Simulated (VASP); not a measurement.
# Cd (P6/mmm) in VASP: notebook

The runs below take Cd through single point, with BLYP.

Program: VASP 6.6.1. These are calculated values, not measurements. Logs are shortened: lines on timing, memory, paths and dates and some standing lists are left out, and cuts for length are marked.

## 1. The cell of the first run

It takes space group P6/mmm (No. 191, hexagonal). Conventional cell: a = 5.546 Å, b = 5.546 Å, c = 3.208 Å, α = 90.00°, β = 90.00°, γ = 120.00°. Cd (site symmetry 6/mmm) has 14 Cd at 3.21 to 3.58 Å within 4.2 Å. Within 4.2 Å of Cd (site symmetry -6m2) lie 11 Cd at 3.20 to 3.58 Å.

This isn't the form of Cd at room conditions, which is hcp.

## 2. Single point, BLYP

INCAR

```
SYSTEM = Cd
PREC = Accurate
ENCUT = 520
EDIFF = 1E-6
ISMEAR = -1
SIGMA = 0.1
LREAL = .FALSE.
LASPH = .TRUE.
NELM = 80
ALGO = Normal
ISIF = 2
LWAVE = .FALSE.
LCHARG = .FALSE.
GGA = B5
ALDAX = 1.0
AGGAX = 1.0
AGGAC = 1.0
ALDAC = 0.0
NBANDS = 25
```

KPOINTS

```
Automatic mesh
0
G
  7 7 10
  0 0 0
```

POSCAR

```
Cd
1.0
    5.5461525086      0.0000000000      0.0000000000
   -2.7730762543      4.8031089657      0.0000000000
    0.0000000000      0.0000000000      3.2082518583
Cd
3
Direct
    0.0000000000      0.0000000000      0.0000000000
    0.3333333333      0.6666666667      0.5000000000
    0.6666666667      0.3333333333      0.5000000000
```

Potentials or basis: VASP PAW PBE potentials, release 64 (Cd).

Run with:

```bash
$ cat potpaw_PBE.64/Cd/POTCAR > POTCAR
$ mpirun -np 1 vasp_std > vasp.out
```

OUTCAR:

```text
SYSTEM = Cd
   PREC = Accurate
   ENCUT = 520
   EDIFF = 1E-6
   ISMEAR = -1
   LREAL = .FALSE.
   LASPH = .TRUE.
   NELM = 80
   ISIF = 2
   GGA = B5

 ion  position               nearest neighbor table
   1  0.000  0.000  0.000-   2 3.58   3 3.58   2 3.58   3 3.58   2 3.58   2 3.58   3 3.58   3 3.58
                             3 3.58   3 3.58   2 3.58   2 3.58
   2  0.333  0.667  0.500-   3 3.20   3 3.20   3 3.20   1 3.58   1 3.58   1 3.58   1 3.58   1 3.58
                             1 3.58
   3  0.667  0.333  0.500-   2 3.20   2 3.20   2 3.20   1 3.58   1 3.58   1 3.58   1 3.58   1 3.58
                             1 3.58

  LATTYP: Found a hexagonal cell.
 ALAT       =     5.5461525086
 C/A-ratio  =     0.5784644135

  Lattice vectors:

 A1 = (   5.5461525086,   0.0000000000,   0.0000000000)
 A2 = (  -2.7730762543,   4.8031089657,   0.0000000000)
 A3 = (   0.0000000000,   0.0000000000,   3.2082518583)

Analysis of symmetry for initial positions (statically):
=====================================================================
 Subroutine PRICEL returns:
 Original cell was already a primitive cell.

 Routine SETGRP: Setting up the symmetry group for a
 hexagonal supercell.

 Subroutine GETGRP returns: Found 24 space group operations
 (whereof 24 operations were pure point group operations)
 out of a pool of 24 trial point group operations.

The static configuration has the point symmetry D_6h.

Analysis of symmetry for dynamics (positions and initial velocities):
=====================================================================
 Subroutine PRICEL returns:
 Original cell was already a primitive cell.

 Routine SETGRP: Setting up the symmetry group for a
 hexagonal supercell.

 Subroutine GETGRP returns: Found 24 space group operations
 (whereof 24 operations were pure point group operations)
 out of a pool of 24 trial point group operations.

The dynamic configuration has the point symmetry D_6h.

 Subroutine INISYM returns: Found 24 space group operations
 (whereof 24 operations are pure point group operations),
 and found     1 'primitive' translations

----------------------------------------------------------------------------------------

                                     Primitive cell

  volume of cell :      85.4639

  direct lattice vectors                    reciprocal lattice vectors
     5.546152509  0.000000000  0.000000000     0.180305175  0.104099241  0.000000000
    -2.773076254  4.803108966  0.000000000     0.000000000  0.208198483  0.000000000
     0.000000000  0.000000000  3.208251858     0.000000000  0.000000000  0.311696227

  length of vectors
     5.546152509  5.546152509  3.208251858     0.208198483  0.208198483  0.311696227

  position of ions in fractional coordinates (direct lattice)
     0.000000000  0.000000000  0.000000000
     0.333333333  0.666666667  0.500000000
     0.666666667  0.333333333  0.500000000

  ion indices of the primitive-cell ions
   primitive index   ion index
                 1           1
                 2           2
                 3           3

----------------------------------------------------------------------------------------

 KPOINTS: Automatic mesh

Automatic generation of k-mesh.
 Grid dimensions read from file:
 generate k-points for:    7    7   10

 Generating k-lattice:

  Cartesian coordinates                     Fractional coordinates (reciprocal lattice)
     0.025757882  0.014871320  0.000000000     0.142857143  0.000000000  0.000000000
     0.000000000  0.029742640  0.000000000     0.000000000  0.142857143  0.000000000
     0.000000000  0.000000000  0.031169623     0.000000000  0.000000000  0.100000000

  Length of vectors
     0.029742640  0.029742640  0.031169623

  Shift w.r.t. Gamma in fractional coordinates (k-lattice)
     0.000000000  0.000000000  0.000000000

 Subroutine IBZKPT returns following result:
 ===========================================

 Found     48 irreducible k-points:

 Following reciprocal coordinates:
            Coordinates               Weight
  0.000000  0.000000  0.000000      1.000000
  0.142857  0.000000  0.000000      6.000000
  0.285714  0.000000  0.000000      6.000000
  0.428571  0.000000  0.000000      6.000000
  0.142857  0.142857  0.000000      6.000000
  0.285714  0.142857  0.000000     12.000000
[... 16 lines left out ...]
  0.428571  0.142857  0.200000     12.000000
  0.285714  0.285714  0.200000     12.000000
 [... further k-points ...]
   k-points           NKPTS =     48   k-points in BZ     NKDIM =     48   number of bands    NBANDS=     25
   number of dos      NEDOS =    301   number of ions     NIONS =      3
   total plane-waves  NPLWV =  42336
   dimension x,y,z NGX =    42 NGY =   42 NGZ =   24
   dimension x,y,z NGXF=    84 NGYF=   84 NGZF=   48
   ions per type =               3
   NGX,Y,Z   is equivalent  to a cutoff of  12.59, 12.59, 12.44 a.u.
   NGXF,Y,Z  is equivalent  to a cutoff of  25.18, 25.18, 24.87 a.u.
 SYSTEM =  Cd
   PREC   = accura    normal or accurate (medium, high low for compatibility)
   ISTART =      0    job   : 0-new  1-cont  2-samecut
   ICHARG =      2    charge: 1-file 2-atom 10-const
   ISPIN  =      1    spin polarized calculation?
   LNONCOLLINEAR =      F non collinear calculations
   LSORBIT =      F    spin-orbit coupling
   LASPH  =      T    aspherical Exc in radial PAW
   ENCUT  =  520.0 eV  38.22 Ry    6.18 a.u.  10.31 10.31  5.97*2*pi/ulx,y,z
   NELM   =     80;   NELMIN=  2; NELMDL= -5     # of ELM steps
   EDIFF  = 0.1E-05   stopping-criterion for ELM
   LREAL  =      F    real-space projection
   EDIFFG = 0.1E-04   stopping-criterion for IOM
   NSW    =      0    number of steps for IOM
   IBRION =     -1    ionic relax: 0-MD 1-quasi-New 2-CG
   NFREE  =      0    steps in history (QN), initial steepest desc. (CG)
   ISIF   =      2    stress and relaxation
   ISYM   =      2    0-nonsym 1-usesym 2-fastsym
   POTIM  = 0.5000    time-step for ionic-motion
   TEBEG  =    0.0;   TEEND  =   0.0 temperature during run
   PSTRESS=    0.0 pullay stress
   NELECT =      36.0000    total number of electrons
   NUPDOWN=      -1.0000    fix difference up-down
   EMIN   =  10.00;   EMAX   =-10.00  energy-range for DOS
   EFERMI =   0.00;   METHOD = LEGACY
   ISMEAR =    -1;   SIGMA  =   0.10  broadening in eV -4-tet -1-fermi 0-gaus
   EFERMI_NEDOS =   21; number of points for ismear=-14 and -15
   IALGO  =     38    algorithm
   IMIX   =      4    mixing-type and parameters
     AMIX     =   0.40;   BMIX     =  1.00
     AMIX_MAG =   1.60;   BMIX_MAG =  1.00
  volume/ion in A,a.u.               =      28.49       192.25
  Fermi-wavevector in a.u.,A,eV,Ry     =   1.227198  2.319069 20.490589  1.506016
  Thomas-Fermi vector in A             =   2.362171
   LORBIT       =      0    0 simple, 1 ext, 2 COOP (PROOUT), +10 PAW based schemes
   GGA     = B5    functional components
   LHFCALC =     F    Hartree Fock is set to
   AEXX    =    0.0000 exact exchange contribution
   IVDW    =     0    specifies the selected vdW correction
   LEPSILON=     F    determine dielectric tensor
   LRPA    =     F    only Hartree local field effects (RPA)
 non-spin polarized calculation
  energy-cutoff  :      520.00
  volume of cell :       85.46
 maximum number of plane-waves:      2322
 NGX is ok and might be reduce to    42
   NGX = 21   NGY = 21   NGZ = 11

 number of electron      35.9999980 magnetization

 Free energy of the ion-electron system (eV)
  ---------------------------------------------------
  ext. energy  EPLUGINS =         0.00000000
  ---------------------------------------------------
  free energy    TOTEN  =        -0.35918158 eV

  energy without entropy =       -0.32594844  energy(sigma->0) =       -0.34256501

 E-fermi :   1.5710     XC(G=0):  -9.0867

 val. band max:        1.5058211667   @ k =   0.4286   0.0000   0.5000
 cond. band min:       1.5960297507   @ k =   0.0000   0.0000   0.2000
 fundamental gap:      0.0902085840
 Fermi energy:         1.5709898986

 k-point     1 :       0.0000    0.0000    0.0000
  band No.  band energies     occupation
      1      -7.4529      2.00000
      2      -7.1849      2.00000
      3      -7.1719      2.00000
      4      -7.0243      2.00000
      5      -7.0243      2.00000
      6      -6.8921      2.00000
[... 17 lines left out ...]
     24      13.0887      0.00000
     25      13.7551      0.00000

 k-point     2 :       0.1429    0.0000    0.0000
  band No.  band energies     occupation
      1      -7.4384      2.00000
      2      -7.2031      2.00000
      3      -7.1826      2.00000
      4      -7.0751      2.00000
      5      -7.0681      2.00000
      6      -6.9360      2.00000
[... 17 lines left out ...]
     24      12.3872      0.00000
     25      12.9206      0.00000

 k-point     3 :       0.2857    0.0000    0.0000
  band No.  band energies     occupation
      1      -7.4005      2.00000
      2      -7.2533      2.00000
      3      -7.2196      2.00000
      4      -7.1398      2.00000
      5      -7.1382      2.00000
      6      -6.9610      2.00000
[... 17 lines left out ...]
     24      10.0911      0.00000
     25      10.9892      0.00000

 k-point     4 :       0.4286    0.0000    0.0000
  band No.  band energies     occupation
      1      -7.3542      2.00000
      2      -7.3119      2.00000
      3      -7.2602      2.00000
      4      -7.1727      2.00000
      5      -7.1628      2.00000
      6      -6.9780      2.00000
[... 17 lines left out ...]
     24       8.9761      0.00000
     25      10.8994      0.00000
[... 477 lines left out ...]
 k-point    22 :       0.2857    0.1429    0.2000
  band No.  band energies     occupation
      1      -7.2467      2.00000
      2      -7.1684      2.00000
      3      -7.1622      2.00000
      4      -7.0542      2.00000
      5      -7.0122      2.00000
      6      -6.9674      2.00000
[... 17 lines left out ...]
     24       8.6536      0.00000
     25       9.1282      0.00000

 k-point    23 :       0.4286    0.1429    0.2000
  band No.  band energies     occupation
      1      -7.2537      2.00000
      2      -7.1762      2.00000
      3      -7.1646      2.00000
      4      -7.0602      2.00000
      5      -7.0050      2.00000
      6      -6.9776      2.00000
[... 17 lines left out ...]
     24       8.7683      0.00000
     25       9.6107      0.00000

 k-point    24 :       0.2857    0.2857    0.2000
  band No.  band energies     occupation
      1      -7.2580      2.00000
      2      -7.1663      2.00000
      3      -7.1660      2.00000
      4      -7.0653      2.00000
      5      -7.0063      2.00000
      6      -6.9863      2.00000
[... 17 lines left out ...]
     24       8.1352      0.00000
     25      10.1197      0.00000

 [... further k-points ...]

------------------------ aborting loop because EDIFF is reached ----------------------------------------

  FORCE on cell =-STRESS in cart. coord.  units (eV):
  Direction    XX          YY          ZZ          XY          YZ          ZX
  --------------------------------------------------------------------------------------
  -------------------------------------------------------------------------------------
  Total        0.0439010      0.0439010      0.0353559      0.0000000      0.0000000      0.0000000
  in kB        0.8230051      0.8230051      0.6628111      0.0000000      0.0000000      0.0000000
  external PRESSURE =       0.7696071 kB  Pullay stress =       0.0000000 kB

 VOLUME and BASIS-vectors are now :
 -----------------------------------------------------------------------------
  energy-cutoff  :      520.00
  volume of cell :       85.46
      direct lattice vectors                 reciprocal lattice vectors
     5.546152509  0.000000000  0.000000000     0.180305175  0.104099241  0.000000000
    -2.773076254  4.803108966  0.000000000     0.000000000  0.208198483  0.000000000
     0.000000000  0.000000000  3.208251858     0.000000000  0.000000000  0.311696227

 POSITION                                       TOTAL-FORCE (eV/Angst)
 -----------------------------------------------------------------------------------
      0.00000      0.00000      0.00000         0.000000      0.000000      0.000000
     -0.00000      3.20207      1.60413         0.000000      0.000000      0.000000
      2.77308      1.60104      1.60413        -0.000000      0.000000     -0.000000
 -----------------------------------------------------------------------------------
    total drift:                               -0.000000      0.000000     -0.000000

  FREE ENERGIE OF THE ION-ELECTRON SYSTEM (eV)
  ---------------------------------------------------
  free  energy   TOTEN  =        -0.3591815767 eV

  energy  without entropy=       -0.3259484417  energy(sigma->0) =       -0.34256501
```

Run time: 41 s. Hardware: 1 thread of Intel Xeon 6975P-C (Granite Rapids), shared host; peak memory 0.23 GiB.

Results:

```
Free energy            : -0.3592 eV
Pressure               : 0.1 GPa
Band gap on the k mesh : zero (bands 18 and 19 overlap by 4.14 eV)
```

Levels at points of the mesh, in eV from the Fermi level:
```csv
k point,band 14,band 15,band 16,band 17,band 18,band 19,band 20,band 21,band 22,band 23
"(0.00, 0.00, 0.00)",-8.12,-8.12,-6.96,-0.64,-0.48,1.03,1.03,1.08,1.08,7.78
"(0.00, 0.00, 0.50)",-8.12,-7.96,-3.01,-2.44,3.06,3.07,3.31,3.32,3.46,3.46
```

Caveat: the PAW data sets were made with another functional, which shifts forces and pressure a little.

## 3. Single point, BLYP (25.07 Å³/atom)

This run uses another cell than the first one, of 25.07 Å³/atom.

INCAR

```
PREC     = Accurate       # precision mode
ENCUT    = 520            # plane-wave cutoff, eV
EDIFF    = 1E-6           # SCF threshold, eV
ISMEAR   = -1             # smearing method
SIGMA    = 0.1            # smearing width, eV
LREAL    = F              # projectors in reciprocal space
LASPH    = T              # aspherical terms in the spheres
NELM     = 60             # most SCF steps
ALGO     = Normal         # electronic algorithm
ISIF     = 2              # what is computed and relaxed
LWAVE    = F              # write WAVECAR
LCHARG   = F              # write CHGCAR
GGA      = B5             # functional
ALDAX    = 1.0          
AGGAX    = 1.0          
AGGAC    = 1.0          
ALDAC    = 0.0          
NBANDS   = 25             # bands
```

KPOINTS

```
Automatic mesh
0
Gamma
  8 8 11
```

POSCAR

```
Cd
1.0
    5.3147890520      0.0000000000      0.0000000000
   -2.6573945260      4.6027423348      0.0000000000
    0.0000000000      0.0000000000      3.0744163320
Cd
3
Direct
    0.0000000000      0.0000000000      0.0000000000
    0.3333333333      0.6666666667      0.5000000000
    0.6666666667      0.3333333333      0.5000000000
```

Potentials or basis: VASP PAW PBE potentials, release 64 (Cd).

Run with:

```bash
$ cat potpaw_PBE.64/Cd/POTCAR > POTCAR
$ mpirun -np 1 vasp_std > vasp.out
```

It took 38 s on 1 thread of Intel Xeon 6975P-C (Granite Rapids), shared host; peak memory 0.23 GiB.

It converged, with:

- Free energy: -0.2800 eV
- Pressure: 2.8 GPa
- Band gap on the k mesh: zero (bands 18 and 19 overlap by 4.29 eV)

Stress tensor (GPa, compression positive):
```
2.84 0.00 0.00
0.00 2.84 0.00
0.00 0.00 2.58
```

Levels at points of the mesh, in eV from the Fermi level:
| k point | band 16 | band 17 | band 18 | band 19 | band 20 | band 21 |
| --- | --- | --- | --- | --- | --- | --- |
| (0.00, 0.00, 0.00) | -7.81 | -0.43 | -0.25 | 0.89 | 0.89 | 0.92 |
| (0.50, 0.00, 0.00) | -5.71 | -5.69 | -1.61 | -1.52 | 5.73 | 5.76 |

Caveat: the PAW data sets were made with another functional, which shifts forces and pressure a little.

## 4. Single point, BLYP (26.21 Å³/atom)

This run uses another cell than the first one, of 26.21 Å³/atom.

INCAR

```
PREC     = Accurate       # precision mode
ENCUT    = 520            # plane-wave cutoff, eV
EDIFF    = 1E-6           # SCF threshold, eV
ISMEAR   = -1             # smearing method
SIGMA    = 0.1            # smearing width, eV
LREAL    = False          # projectors in reciprocal space
LASPH    = True           # aspherical terms in the spheres
NELM     = 80             # most SCF steps
ALGO     = Normal         # electronic algorithm
ISIF     = 2              # what is computed and relaxed
LWAVE    = False          # write WAVECAR
LCHARG   = False          # write CHGCAR
GGA      = B5             # functional
ALDAX    = 1.0          
AGGAX    = 1.0          
AGGAC    = 1.0          
ALDAC    = 0.0          
NBANDS   = 25             # bands
```

KPOINTS

```
regular mesh
0
Gamma
  8 8 11
```

POSCAR

```
Cd
1.0
    5.3941259583      0.0000000000      0.0000000000
   -2.6970629792      4.6714501111      0.0000000000
    0.0000000000      0.0000000000      3.1203099090
Cd
3
Direct
    0.0000000000      0.0000000000      0.0000000000
    0.3333333333      0.6666666667      0.5000000000
    0.6666666667      0.3333333333      0.5000000000
```

Run with:

```bash
$ cat potpaw_PBE.64/Cd/POTCAR > POTCAR
$ mpirun -np 1 vasp_std > vasp.out
```

It took 38 s on 1 thread of Intel Xeon 6975P-C (Granite Rapids), shared host; peak memory 0.23 GiB.

It converged, with:

```yaml
Free_energy: -0.3256 eV
Pressure: 1.5 GPa
Band_gap_on_the_k_mesh: zero (bands 18 and 19 overlap by 4.12 eV)
```

Stress tensor (GPa, compression positive):
```
1.61 0.00 0.00
0.00 1.61 0.00
0.00 0.00 1.43
```

Levels at points of the mesh, in eV from the Fermi level:
| k point | band 14 | band 15 | band 16 | band 17 | band 18 | band 19 | band 20 | band 21 | band 22 | band 23 |
| --- | --- | --- | --- | --- | --- | --- | --- | --- | --- | --- |
| (0.00, 0.00, 0.00) | -8.23 | -8.23 | -7.51 | -0.52 | -0.34 | 0.93 | 0.93 | 0.96 | 0.96 | 8.11 |
| (0.50, 0.00, 0.00) | -8.30 | -8.22 | -5.50 | -5.49 | -1.56 | -1.44 | 5.53 | 5.56 | 6.69 | 6.71 |

Caveat: the PAW data sets were made with another functional, which shifts forces and pressure a little.

(Continued in part 2 of 2.)
